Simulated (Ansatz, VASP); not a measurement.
# Two plane-wave programs on Te2Pd3Ru

```
Te Ru Pd
1.0
     3.93208    0.00000    0.00000
    -1.96604    3.40528    0.00000
     0.00000    0.00000    9.69990
Te Ru Pd
2 1 3
Cartesian
  0.0000 2.2702 6.4860
  1.9660 1.1351 3.2139
  0.0000 0.0000 0.0000
  0.0000 2.2702 1.6078
  1.9660 1.1351 8.0921
  0.0000 0.0000 4.8499
```

Change from the starting cell: species swapped into the InSn2Te3 type (P-3m1, No. 164).

Alike in both runs: task relaxation of cell and atoms; functional PBE; k mesh 6 × 6 × 2; occupations gaussian, width 0.1 eV; no spin polarisation.

```csv
,VASP,Ansatz
version,VASP 6.6.1,Ansatz 0.2.0
potentials or method,"VASP PAW PBE potentials, release 64 (Te, Ru_pv, Pd), cutoff 600 eV","scalar-relativistic, plane waves, PAW"
valence electrons in the cell,56,102
```

VASP gave:

| Item | Value |
| --- | --- |
| gap on the k mesh at the Fermi level, each at its own relaxed structure (eV) | none |
| relaxed volume (Å³/atom) | 17.91 |
| relaxed cell length with the largest relative difference (Å) | 5.797 |

Estimate Ansatz's values.

gap on the k mesh at the Fermi level, each at its own relaxed structure (eV): none; relaxed volume (Å³/atom): 17.91; relaxed cell length with the largest relative difference (Å): 5.781.

A gap of «none» marks a metal or a gap that the smearing closes. VASP's potentials hold 56 valence electrons a cell and Ansatz's 102, so a difference there can come from the potentials and not from the codes.

Spin-orbit coupling is off throughout. Noted on VASP's run: the volume moved by over 15 % at a fixed basis, so the end points are rough.
